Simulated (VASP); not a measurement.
Wanted: the native input for a VASP 6.6.1 run.

```
Task                   : single point
Functional             : revPBE
Potentials or basis    : VASP PAW PBE potentials, release 64 (Rh_pv)
Cutoff                 : 520 eV
k mesh                 : 14 × 14 × 14
Occupations            : fermi-dirac, width 0.1 eV
Spin                   : no spin polarisation
Dipole correction      : no
Further INCAR settings : ALGO = Normal; EDIFF = 1e-06; NBANDS = 14
```

The structure of Rh lies in POSCAR:

```
Rh
1.0
    2.6171804961      0.0000000000      0.0000000000
    0.0000000000      2.6171804961      0.0000000000
    0.0000000000      0.0000000000      2.6171804961
Rh
1
Direct
    0.0000000000      0.0000000000      0.0000000000
```

This cell differs from its parent crystal: volume scaled by 1.08.

One way to write it, as run:

INCAR

```
  PREC = Accurate
  ENCUT = 520
  EDIFF = 1E-6
  ISMEAR = -1
  SIGMA = 0.1
  LREAL = False
  LASPH = True
  NELM = 100
  ALGO = Normal
  ISIF = 2
  LWAVE = False
  LCHARG = False
  GGA = RE
  NBANDS = 14
```

KPOINTS

```
regular mesh
0
Gamma
  14 14 14
```

Potentials or basis: VASP PAW PBE potentials, release 64 (Rh_pv).

The run is started by

```console
$ cat potpaw_PBE.64/Rh_pv/POTCAR > POTCAR
$ mpirun -np 1 vasp_std > vasp.out
```

Results of the run:

| Property | Result |
| --- | --- |
| Pressure | -10.8 GPa |

Caveat: the PAW data sets were made with another functional, which shifts forces and pressure a little.

It took 26 s on 1 thread of Intel Xeon 8259CL, on a shared host, peak memory 0.14 GiB.
